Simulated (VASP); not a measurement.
Here is a VASP 6.6.1 calculation.

The input INCAR:

```
SYSTEM = Mg3Cd2Se5
PREC = Accurate
ENCUT = 520
EDIFF = 1E-6
ISMEAR = 0
SIGMA = 0.1
LREAL = .False.
LASPH = .True.
NELM = 80
ALGO = Normal
ISIF = 2
LWAVE = .False.
LCHARG = .False.
GGA = PE
NBANDS = 41
```

Contents of KPOINTS:

```
Automatic mesh
0
Gamma
  6 6 6
  0 0 0
```

File POSCAR:

```
Mg3Cd2Se5
1.0
   -1.9832230134      1.9832230134     14.0409860556
    1.9832230134     -1.9832230134     14.0409860556
    1.9832230134      1.9832230134    -14.0409860556
Mg Cd Se
3 2 5
Direct
    0.9025062119      0.9025062119      0.0000000000
    0.5000000000      0.5000000000      0.0000000000
    0.0974937881      0.0974937881      0.0000000000
    0.6990415447      0.6990415447      0.0000000000
    0.3009584553      0.3009584553      0.0000000000
    0.8026146201      0.8026146201      0.0000000000
    0.4030664712      0.4030664712      0.0000000000
    0.0000000000      0.0000000000      0.0000000000
    0.5969335288      0.5969335288      0.0000000000
    0.1973853799      0.1973853799      0.0000000000
```

Potentials or basis: VASP PAW PBE potentials, release 64 (Mg, Cd, Se).

Run with:

```bash
$ cat potpaw_PBE.64/Mg/POTCAR potpaw_PBE.64/Cd/POTCAR potpaw_PBE.64/Se/POTCAR > POTCAR
$ mpirun -np 1 vasp_std > vasp.out
```

(1) Predict the pressure.

(2) What does it give for the largest force?

(3) What does it give for the band gap on the k mesh?

## Answers

(1) 0.1 GPa.

(2) 0.038 eV/Å.

(3) 0.34 eV (least direct gap 0.71 eV).

Caveat: semilocal functionals underestimate gaps, and a narrow one can read as zero.
